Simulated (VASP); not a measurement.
# Ga7P8 (a cell with a defect) in VASP: single point with PBE

Aim: the single point of Ga7P8 (a cell with a defect) with PBE.

All numbers are computed with VASP 6.6.1; they aren't measurements. Logs are shortened: lines on timing, memory, paths and dates and some standing lists are left out, and cuts for length are marked.

## 1. The cell of the first run

The cell holds a defect, 15 atoms: a = 7.769 Å, b = 7.769 Å, c = 7.844 Å, α = 60.32°, β = 60.32°, γ = 60.00°.

## 2. Single point, PBE (atoms taken out, then relaxed in part)

Contents of INCAR:

```
SYSTEM = Ga7P8
ALGO = Fast ; EDIFF = 1E-6
ENCUT = 520 ; GGA = PE
ISIF = 2 ; ISMEAR = 0
ISYM = 0 ; LASPH = .TRUE.
LCHARG = .FALSE. ; LREAL = Auto
LWAVE = .FALSE. ; NBANDS = 78
NELM = 100 ; PREC = Accurate
SIGMA = 0.05
```

Contents of KPOINTS:

```
k-points
0
G
  6 6 4
  0 0 0
```

Contents of POSCAR:

```
Ga7P8
1.0
    3.8845647871      6.7282635766      0.0000000000
    7.7691295743      0.0000000000      0.0000000000
    3.8845647871      2.2427545255     -6.4350460940
Ga P
7 8
Direct
    0.4355709664      0.9353771291      0.6946611368
    0.9353771291      0.4355709664      0.6946611368
    0.9348418668      0.9348418668      0.6946180723
    0.5000000000      0.5000000000      0.5000000000
    0.5644290336      0.0646228709      0.3053388632
    0.0646228709      0.5644290336      0.3053388632
    0.0651581332      0.0651581332      0.3053819277
    0.0573237323      0.0573237323      0.8281035670
    0.0585836417      0.5542424862      0.8332598264
    0.5542424862      0.0585836417      0.8332598264
    0.5549913956      0.5549913956      0.8334128200
    0.9426762677      0.9426762677      0.1718964330
    0.9414163583      0.4457575138      0.1667401736
    0.4457575138      0.9414163583      0.1667401736
    0.4450086044      0.4450086044      0.1665871800
```

Potentials or basis: VASP PAW PBE potentials, release 64 (Ga_d, P).

Command:

```console
cat potpaw_PBE.64/Ga_d/POTCAR potpaw_PBE.64/P/POTCAR > POTCAR
mpirun -np 1 vasp_std > vasp.out
```

OUTCAR:

```text
SYSTEM = Ga7P8
   EDIFF = 1E-6
   ENCUT = 520
   GGA = PE
   ISIF = 2
   ISMEAR = 0
   ISYM = 0
   LASPH = .TRUE.
   LREAL = Auto
   NELM = 100
   PREC = Accurate

 ion  position               nearest neighbor table
   1  0.436  0.935  0.695-   8 2.40  11 2.42  10 2.42   5 2.51
   2  0.935  0.436  0.695-   8 2.40  11 2.42   9 2.42   6 2.51
   3  0.935  0.935  0.695-   8 2.41  10 2.42   9 2.42   7 2.50
   4  0.500  0.500  0.500-
   5  0.564  0.065  0.305-  12 2.40  15 2.42  14 2.42   1 2.51
   6  0.065  0.564  0.305-  12 2.40  15 2.42  13 2.42   2 2.51
   7  0.065  0.065  0.305-  12 2.41  14 2.42  13 2.42   3 2.50
   8  0.057  0.057  0.828-  12 2.21   1 2.40   2 2.40   3 2.41
   9  0.059  0.554  0.833-  13 2.15   2 2.42   3 2.42
  10  0.554  0.059  0.833-  14 2.15   1 2.42   3 2.42
  11  0.555  0.555  0.833-  15 2.14   2 2.42   1 2.42
  12  0.943  0.943  0.172-   8 2.21   5 2.40   6 2.40   7 2.41
  13  0.941  0.446  0.167-   9 2.15   6 2.42   7 2.42
  14  0.446  0.941  0.167-  10 2.15   5 2.42   7 2.42
  15  0.445  0.445  0.167-  11 2.14   6 2.42   5 2.42

IMPORTANT INFORMATION: All symmetrisations will be switched off!
NOSYMM: (Re-)initialisation of all symmetry stuff for point group C_1.

----------------------------------------------------------------------------------------

                                     Primitive cell

  volume of cell :     336.3776

  direct lattice vectors                    reciprocal lattice vectors
     3.884564787  6.728263577  0.000000000     0.000000000  0.148626758  0.051799681
     7.769129574  0.000000000  0.000000000     0.128714548 -0.074313379  0.051799681
     3.884564787  2.242754526 -6.435046094     0.000000000  0.000000000 -0.155399042

  length of vectors
     7.769129574  7.769129574  7.844081188     0.157394790  0.157394790  0.155399042

  position of ions in fractional coordinates (direct lattice)
     0.435570966  0.935377129  0.694661137
     0.935377129  0.435570966  0.694661137
     0.934841867  0.934841867  0.694618072
     0.500000000  0.500000000  0.500000000
     0.564429034  0.064622871  0.305338863
     0.064622871  0.564429034  0.305338863
     0.065158133  0.065158133  0.305381928
     0.057323732  0.057323732  0.828103567
     0.058583642  0.554242486  0.833259826
     0.554242486  0.058583642  0.833259826
     0.554991396  0.554991396  0.833412820
     0.942676268  0.942676268  0.171896433
     0.941416358  0.445757514  0.166740174
     0.445757514  0.941416358  0.166740174
     0.445008604  0.445008604  0.166587180

  ion indices of the primitive-cell ions
   primitive index   ion index
                 1           1
                 2           2
                 3           3
                 4           4
                 5           5
                 6           6
                 7           7
                 8           8
                 9           9
                10          10
                11          11
                12          12
                13          13
                14          14
                15          15

----------------------------------------------------------------------------------------

 KPOINTS: k-points

Automatic generation of k-mesh.
 Grid dimensions read from file:
 generate k-points for:    6    6    4

 Generating k-lattice:

  Cartesian coordinates                     Fractional coordinates (reciprocal lattice)
     0.000000000  0.024771126  0.008633280     0.166666667  0.000000000  0.000000000
     0.021452425 -0.012385563  0.008633280     0.000000000  0.166666667 -0.000000000
     0.000000000  0.000000000 -0.038849761     0.000000000  0.000000000  0.250000000

  Length of vectors
     0.026232465  0.026232465  0.038849761

  Shift w.r.t. Gamma in fractional coordinates (k-lattice)
     0.000000000  0.000000000  0.000000000

 -----------------------------------------------------------------------------
|                                                                             |
|           W    W    AA    RRRRR   N    N  II  N    N   GGGG   !!!           |
[... 14 lines left out ...]
 -----------------------------------------------------------------------------

 WARNING: IBZKPT: internal override: KBLOWUP is changed to .FALSE.
      ... skipping the blow-up phase ...

 Subroutine IBZKPT returns following result:
 ===========================================

 Found     76 irreducible k-points:

 Following reciprocal coordinates:
            Coordinates               Weight
  0.000000  0.000000  0.000000      1.000000
  0.166667  0.000000  0.000000      2.000000
  0.333333  0.000000  0.000000      2.000000
  0.500000  0.000000  0.000000      1.000000
 -0.000000  0.166667 -0.000000      2.000000
  0.166667  0.166667 -0.000000      2.000000
[... 16 lines left out ...]
  0.333333  0.000000  0.250000      2.000000
  0.500000  0.000000  0.250000      2.000000
 [... further k-points ...]
   k-points           NKPTS =     76   k-points in BZ     NKDIM =     76   number of bands    NBANDS=     78
   number of dos      NEDOS =    301   number of ions     NIONS =     15
   total plane-waves  NPLWV = 216000
   dimension x,y,z NGX =    60 NGY =   60 NGZ =   60
   dimension x,y,z NGXF=   120 NGYF=  120 NGZF=  120
   ions per type =               7   8
   NGX,Y,Z   is equivalent  to a cutoff of  12.84, 12.84, 12.72 a.u.
   NGXF,Y,Z  is equivalent  to a cutoff of  25.68, 25.68, 25.43 a.u.
 SYSTEM =  Ga7P8
   PREC   = accura    normal or accurate (medium, high low for compatibility)
   ISTART =      0    job   : 0-new  1-cont  2-samecut
   ICHARG =      2    charge: 1-file 2-atom 10-const
   ISPIN  =      1    spin polarized calculation?
   LNONCOLLINEAR =      F non collinear calculations
   LSORBIT =      F    spin-orbit coupling
   LASPH  =      T    aspherical Exc in radial PAW
   ENCUT  =  520.0 eV  38.22 Ry    6.18 a.u.  14.45 14.45 14.58*2*pi/ulx,y,z
   NELM   =    100;   NELMIN=  2; NELMDL= -5     # of ELM steps
   EDIFF  = 0.1E-05   stopping-criterion for ELM
   LREAL  =      T    real-space projection
   EDIFFG = 0.1E-04   stopping-criterion for IOM
   NSW    =      0    number of steps for IOM
   IBRION =     -1    ionic relax: 0-MD 1-quasi-New 2-CG
   NFREE  =      0    steps in history (QN), initial steepest desc. (CG)
   ISIF   =      2    stress and relaxation
   ISYM   =      0    0-nonsym 1-usesym 2-fastsym
   POTIM  = 0.5000    time-step for ionic-motion
   TEBEG  =    0.0;   TEEND  =   0.0 temperature during run
   PSTRESS=    0.0 pullay stress
   NELECT =     131.0000    total number of electrons
   NUPDOWN=      -1.0000    fix difference up-down
   EMIN   =  10.00;   EMAX   =-10.00  energy-range for DOS
   EFERMI =   0.00;   METHOD = LEGACY
   ISMEAR =     0;   SIGMA  =   0.05  broadening in eV -4-tet -1-fermi 0-gaus
   EFERMI_NEDOS =   21; number of points for ismear=-14 and -15
   IALGO  =     68    algorithm
   IMIX   =      4    mixing-type and parameters
     AMIX     =   0.40;   BMIX     =  1.00
     AMIX_MAG =   1.60;   BMIX_MAG =  1.00
  volume/ion in A,a.u.               =      22.43       151.33
  Fermi-wavevector in a.u.,A,eV,Ry     =   1.195518  2.259202 19.446320  1.429264
  Thomas-Fermi vector in A             =   2.331482
   LORBIT       =      0    0 simple, 1 ext, 2 COOP (PROOUT), +10 PAW based schemes
   GGA     = PE    functional components
   LHFCALC =     F    Hartree Fock is set to
   AEXX    =    0.0000 exact exchange contribution
   IVDW    =     0    specifies the selected vdW correction
   LEPSILON=     F    determine dielectric tensor
   LRPA    =     F    only Hartree local field effects (RPA)
 non-spin polarized calculation
 RMM-DIIS sequential band-by-band and
 Gauss-broadening in eV      SIGMA  =   0.05
  energy-cutoff  :      520.00
  volume of cell :      336.38
 maximum number of plane-waves:      9107
 NGX is ok and might be reduce to    60
   NGX = 29   NGY = 29   NGZ = 29

 number of electron     130.9999986 magnetization

 Free energy of the ion-electron system (eV)
  ---------------------------------------------------
  ext. energy  EPLUGINS =         0.00000000
  ---------------------------------------------------
  free energy    TOTEN  =       -64.73031331 eV

  energy without entropy =      -64.72290008  energy(sigma->0) =      -64.72660670

 E-fermi :   3.9507     XC(G=0):  -9.4088

 val. band max:        3.9491269321   @ k =   0.5000   0.1667   0.5000
 cond. band min:       3.9510178179   @ k =   0.3333   0.5000   0.0000
 fundamental gap:      0.0018908858
 Fermi energy:         3.9506858550

 k-point     1 :       0.0000    0.0000    0.0000
  band No.  band energies     occupation
      1     -10.7495      2.00000
      2     -10.7493      2.00000
      3     -10.7131      2.00000
      4     -10.7124      2.00000
      5     -10.6904      2.00000
      6     -10.6857      2.00000
[... 1909 lines left out ...]
     76       7.7532      0.00000
     77       7.7784      0.00000

 [... further k-points ...]

 [bands above 77 left out]

------------------------ aborting loop because EDIFF is reached ----------------------------------------

  FORCE on cell =-STRESS in cart. coord.  units (eV):
  Direction    XX          YY          ZZ          XY          YZ          ZX
  --------------------------------------------------------------------------------------
  -------------------------------------------------------------------------------------
  Total       -3.0315277     -2.9634493     -6.0250972     -0.0590595      0.0700761      0.1212749
  in kB      -14.4392656    -14.1150059    -28.6977347     -0.2813025      0.3337748      0.5776361
  external PRESSURE =     -19.0840021 kB  Pullay stress =       0.0000000 kB

 VOLUME and BASIS-vectors are now :
 -----------------------------------------------------------------------------
  energy-cutoff  :      520.00
  volume of cell :      336.38
      direct lattice vectors                 reciprocal lattice vectors
     3.884564787  6.728263577  0.000000000     0.000000000  0.148626758  0.051799681
     7.769129574  0.000000000  0.000000000     0.128714548 -0.074313379  0.051799681
     3.884564787  2.242754526 -6.435046094     0.000000000  0.000000000 -0.155399042

 POSITION                                       TOTAL-FORCE (eV/Angst)
 -----------------------------------------------------------------------------------
     11.65753      4.48859     -4.47018         0.002091      0.003386      0.001999
      9.71600      7.85142     -4.47018         0.003973      0.000124      0.001989
     13.59265      7.84772     -4.46990        -0.007204     -0.004153      0.003135
      7.76913      4.48551     -3.21752         0.000009     -0.000006     -0.000000
      3.88073      4.48243     -1.96487        -0.002096     -0.003385     -0.001997
      5.82226      1.11960     -1.96487        -0.003979     -0.000118     -0.001995
      1.94561      1.12330     -1.96515         0.007203      0.004155     -0.003133
      3.88486      2.24292     -5.32888        -0.000127     -0.000075     -0.039693
      7.77041      2.26296     -5.36207         0.001414      0.006064     -0.047558
      5.84499      5.59789     -5.36207         0.005960     -0.001821     -0.047570
      9.70515      5.60327     -5.36305         0.005462      0.003165     -0.057863
     11.65340      6.72810     -1.10616         0.000147      0.000074      0.039688
      7.76785      6.70805     -1.07298        -0.001412     -0.006055      0.047575
      9.69327      3.37313     -1.07298        -0.005967      0.001810      0.047567
      5.83311      3.36775     -1.07200        -0.005473     -0.003164      0.057857
 -----------------------------------------------------------------------------------
    total drift:                                0.000018      0.000017      0.000017

  FREE ENERGIE OF THE ION-ELECTRON SYSTEM (eV)
  ---------------------------------------------------
  free  energy   TOTEN  =       -64.7303133123 eV

  energy  without entropy=      -64.7229000828  energy(sigma->0) =      -64.72660670
```

Wall time 1.6 h (1 thread of Oxide Virtual Turin-like, shared host); peak memory 1.2 GiB.

What came out:

* Free energy: -64.7303 eV
* Pressure: -1.9 GPa
* Largest force: 0.058 eV/Å
* Band gap on the k mesh: zero (an odd number of electrons rules out a gap without spin polarisation)

Forces on the atoms (eV/Å):
```
Ga   0.002  0.003  0.002
Ga   0.004  0.000  0.002
Ga  -0.007 -0.004  0.003
Ga   0.000  0.000  0.000
Ga  -0.002 -0.003 -0.002
Ga  -0.004  0.000 -0.002
Ga   0.007  0.004 -0.003
P    0.000  0.000 -0.040
P    0.001  0.006 -0.048
P    0.006 -0.002 -0.048
P    0.005  0.003 -0.058
P    0.000  0.000  0.040
P   -0.001 -0.006  0.048
P   -0.006  0.002  0.048
P   -0.005 -0.003  0.058
```

Stress tensor (GPa, compression positive):
```
-1.44 -0.03  0.06
-0.03 -1.41  0.03
 0.06  0.03 -2.87
```

Caveat: the cell differs from its parent crystal (atoms taken out, then relaxed in part).
